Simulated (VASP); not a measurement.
Crystal: Al2P3.

```
Al P
1.0
     3.75503    0.00000    0.00000
     0.00000    3.75503    0.00000
     0.00000    0.00000    6.34106
Al P
2 3
Cartesian
  0.0000 0.0000 4.9010
  0.0000 0.0000 1.4400
  1.8775 1.8775 4.7878
  1.8775 1.8775 1.5532
  1.8775 1.8775 3.1705
```

* Program: VASP 6.6.1
* Task: relaxation of cell and atoms
* Functional: PBE
* Potentials or basis: VASP PAW PBE potentials, release 64 (Al, P)
* Cutoff: 600 eV
* k mesh: 4 × 4 × 4
* Occupations: gaussian, width 0.1 eV
* Spin: no spin polarisation

At the start: pressure 43.6 GPa; volume 17.88 Å³/atom.

Q: How do energy, volume and symmetry change on relaxing?

A: Over 34 steps the energy falls by 1745.5 meV/atom and the volume is 16.56 Å³/atom (-7.4 %); space group P4/mmm (No. 123, to 0.05 Å).

The path:
```
step  energy change (eV)  largest force (eV/Å)  pressure (GPa)  volume (Å³)
   1              0.0000               22.7662           43.57        89.41
   2              1.3996               31.3994            9.97       152.56
   3             -6.5714                1.6525          -10.92       114.20
   4             -6.6983                1.5097          -11.00       112.75
   5             -7.6509                0.7093           -8.44       101.07
   6             -7.7065                0.7529           -3.65        95.24
   7             -7.7630                0.2569           -6.40        97.97
   8             -7.7654                0.2432           -6.06        97.55
   9             -8.1519                0.5291           -2.36        89.49
  10             -8.2438                0.7146            1.94        84.60
  11             -8.3163                0.6739            1.02        85.12
  12             -8.3214                0.6582            0.87        85.25
  13             -8.3812                0.5790           -0.99        86.56
  14             -8.4207                0.4281           -3.64        88.80
  15             -8.4516                0.3986           -3.37        88.27
  16             -8.5228                0.2750           -2.40        86.67
  17             -8.5283                0.1907            0.33        83.54
  18             -8.5524                0.1716           -1.31        85.22
  19             -8.6011                0.1467           -0.27        83.93
  20             -8.6443                0.2212            2.20        81.67
  21             -8.5541                0.4749            8.25        77.13
  22             -8.6473                0.2242            3.12        80.88
  23             -8.6934                0.2422            1.62        82.07
  24             -8.6064                0.0339           -2.32        85.48
  25             -8.7111                0.1825           -0.10        83.33
  26             -8.7147                0.2003            0.44        82.91
  27             -8.7147                0.1987            0.39        82.95
  28             -8.7211                0.1139           -0.21        83.43
  29             -8.7212                0.1019           -0.28        83.49
  30             -8.7234                0.0791           -0.17        83.31
  31             -8.7269                0.0482            0.21        82.78
  32             -8.7270                0.0414            0.31        82.64
  33             -8.7269                0.0187           -0.24        83.03
  34             -8.7277                0.0258            0.04        82.82
```

Final structure:
```yaml
crystal:
  lattice:
    - [3.34041, 0.00000, 0.00000]
    - [0.00000, 3.34041, 0.00000]
    - [0.00000, 0.00000, 7.42264]
  atoms:
    - { symbol: Al, position: [0.00000, 0.00000, 0.69742] }
    - { symbol: Al, position: [0.00000, 0.00000, 0.30258] }
    - { symbol: P, position: [0.50000, 0.50000, 0.84120] }
    - { symbol: P, position: [0.50000, 0.50000, 0.15880] }
    - { symbol: P, position: [0.50000, 0.50000, 0.50000] }
```

Caveat: the k points lie up to 0.47 Å⁻¹ apart in the final cell.
